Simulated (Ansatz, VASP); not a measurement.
# Hf2As3 in VASP and in Ansatz

```
Hf As
1.0
     7.36129    0.00000    0.00000
     0.00000    7.36129    0.00000
     0.00000    0.00000    3.57725
Hf As
4 6
Direct
  0.34082 0.84082 0.00000
  0.15918 0.34082 0.00000
  0.65918 0.15918 0.00000
  0.84082 0.65918 0.00000
  0.00000 0.00000 0.00000
  0.50000 0.50000 0.00000
  0.13798 0.63798 0.50000
  0.36202 0.13798 0.50000
  0.86202 0.36202 0.50000
  0.63798 0.86202 0.50000
```

Alike in both runs: functional PBE; k mesh 4 × 4 × 6; occupations gaussian, width 0.1 eV; no spin polarisation.

Ansatz relaxed the structure, and its values are those at the end. VASP's run is a single point on that final structure, the one shown.

```csv
,VASP,Ansatz
version,VASP 6.6.1,Ansatz 0.2.0
potentials or method,"VASP PAW PBE potentials, release 64 (Hf_pv, As), cutoff 520 eV","scalar-relativistic, plane waves, PAW"
valence electrons in the cell,70,194
```

|  | VASP | Ansatz | Ansatz less VASP |
| --- | --- | --- | --- |
| gap on the k mesh at the Fermi level (eV) | none | none | - |
| pressure (GPa) | 0.0 | 0.2 | +0.26 |
| rms of the force components (eV/Å) | 0.019 | 0.020 | +0.0006 |

A gap of «none» marks a metal or a gap that the smearing closes. VASP's potentials hold 70 valence electrons a cell and Ansatz's 194, so a difference there can come from the potentials and not from the codes.

Spin-orbit coupling is off throughout.
